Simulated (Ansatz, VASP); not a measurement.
**ZnC2 in VASP and in Ansatz**

```
Zn C
1.0
    -1.61997    1.61997    5.63261
     1.61997   -1.61997    5.63261
     1.61997    1.61997   -5.63261
Zn C
2 4
Direct
  0.00000 0.00000 0.00000
  0.75000 0.25000 0.50000
  0.41650 0.41650 0.00000
  0.16650 0.66650 0.50000
  0.33350 0.83350 0.50000
  0.58350 0.58350 0.00000
```

Alike in both runs: task relaxation of cell and atoms; functional PBE; k mesh 8 × 8 × 8; occupations gaussian, width 0.1 eV; no spin polarisation.

|  | VASP | Ansatz |
| --- | --- | --- |
| version | VASP 6.6.1 | Ansatz 0.2.0 |
| potentials or method | VASP PAW PBE potentials, release 64 (Zn, C), cutoff 600 eV | scalar-relativistic, plane waves, PAW |
| valence electrons in the cell | 40 | 40 |

|  | VASP | Ansatz | Ansatz less VASP |
| --- | --- | --- | --- |
| gap on the k mesh at the Fermi level, each at its own relaxed structure (eV) | none | none | - |
| relaxed volume (Å³/atom) | 8.92 | 8.90 | -0.023 |
| relaxed length of the cell vector where the two differ most in proportion (Å) | 4.811 | 4.805 | -0.0069 |

A gap of «none» marks a metal or a gap that the smearing closes.
